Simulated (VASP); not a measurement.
Set up this calculation in VASP 6.6.1, as the native input.

```
Task                   : relaxation of cell and atoms
Functional             : PBEsol
Potentials or basis    : VASP PAW PBE potentials, release 64 (Pd)
Cutoff                 : 600 eV
k mesh                 : 18 × 18 × 18
Occupations            : fermi-dirac, width 0.15 eV
Spin                   : no spin polarisation
Dipole correction      : no
Further INCAR settings : ALGO = Normal; EDIFF = 1e-06; IBRION = 2; EDIFFG = -0.001; NSW = 80; ISIF = 3
```

The structure of Pd lies in POSCAR:

```
Pd
1.0
    0.0000000000      1.9373494069      1.9373494069
    1.9373494069      0.0000000000      1.9373494069
    1.9373494069      1.9373494069      0.0000000000
Pd
1
Direct
    0.0000000000      0.0000000000      0.0000000000
```

One way to write it, as run:

INCAR

```
SYSTEM = Pd
PREC     = Accurate       ! precision mode
ENCUT    = 600            ! plane-wave cutoff, eV
EDIFF    = 1E-6           ! SCF threshold, eV
ISMEAR   = -1             ! smearing method
SIGMA    = 0.15           ! smearing width, eV
LREAL    = .FALSE.        ! projectors in reciprocal space
LASPH    = .TRUE.         ! aspherical terms in the spheres
NELM     = 60             ! most SCF steps
ALGO     = Normal         ! electronic algorithm
ISIF     = 3              ! what is computed and relaxed
LWAVE    = .FALSE.        ! write WAVECAR
LCHARG   = .FALSE.        ! write CHGCAR
GGA      = PS             ! functional
IBRION   = 2              ! ionic algorithm
NSW      = 80             ! ionic steps
EDIFFG   = -0.001         ! ionic threshold
```

KPOINTS

```
regular mesh
0
G
  18 18 18
  0 0 0
```

Potentials or basis: VASP PAW PBE potentials, release 64 (Pd).

Run with:

```console
$ cat potpaw_PBE.64/Pd/POTCAR > POTCAR
$ mpirun -np 1 vasp_std > vasp.out
```

It gave:

```yaml
Relaxed_volume: 14.57 Å³/atom
Relaxed_cell: a = 2.742 Å, b = 2.742 Å, c = 2.742 Å, α = 60.00°, β = 60.00°, γ = 60.00°
Space_group_after_relaxing_to_0.1_Å: Fm-3m (No. 225)
Energy_gained_by_relaxing: 0.0 meV/atom
Ionic_steps: 3
Pressure_after_relaxing: 0.0 GPa
Band_gap_on_the_k_mesh: zero (bands 5 and 6 overlap by 1.62 eV)
```

Caveat: the PAW data sets were made with another functional, which shifts forces and pressure a little.

Wall time 52 s on 1 thread of Intel Xeon 8259CL, on a shared host, peak memory 0.17 GiB.
